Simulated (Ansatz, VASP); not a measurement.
## Two plane-wave programs on RbBr

```
CELL_PARAMETERS angstrom
0.00000 6.85500 -6.85500
-6.85500 0.00000 -6.85500
-6.85500 6.85500 0.00000
ATOMIC_POSITIONS crystal
Rb 0.50000 0.50000 0.00000
Rb 0.00000 0.50000 0.00000
Rb 0.50000 0.00000 0.00000
Rb 0.00000 0.00000 0.00000
Rb 0.50000 0.50000 0.50000
Rb 0.00000 0.50000 0.50000
Rb 0.50000 0.00000 0.50000
Rb 0.00000 0.00000 0.50000
Br 0.75000 0.75000 0.25000
Br 0.25000 0.75000 0.25000
Br 0.75000 0.25000 0.25000
Br 0.25000 0.25000 0.25000
Br 0.75000 0.75000 0.75000
Br 0.25000 0.75000 0.75000
Br 0.75000 0.25000 0.75000
Br 0.25000 0.25000 0.75000
```

Alike in both runs: task single point; functional PBE; k mesh 1 × 1 × 1; occupations gaussian, width 0.1 eV; no spin polarisation.

|  | VASP | Ansatz |
| --- | --- | --- |
| version | VASP 6.6.1 | Ansatz 0.2.0 |
| potentials or method | VASP PAW PBE potentials, release 64 (Rb_sv, Br), cutoff 520 eV | scalar-relativistic, plane waves, PAW |
| valence electrons in the cell | 128 | 128 |

|  | VASP | Ansatz | Ansatz less VASP |
| --- | --- | --- | --- |
| gap on the k mesh at the Fermi level (eV) | 4.33 | 4.33 | +0.002 |
| least direct gap on the mesh (eV) | 4.33 | 4.33 | +0.002 |
| pressure (GPa) | 1.3 | 1.3 | -0.02 |

The functional is the same, so the differences come from potentials, cutoffs and numerics.

The k mesh is coarse, so the values compare programs but aren't converged.
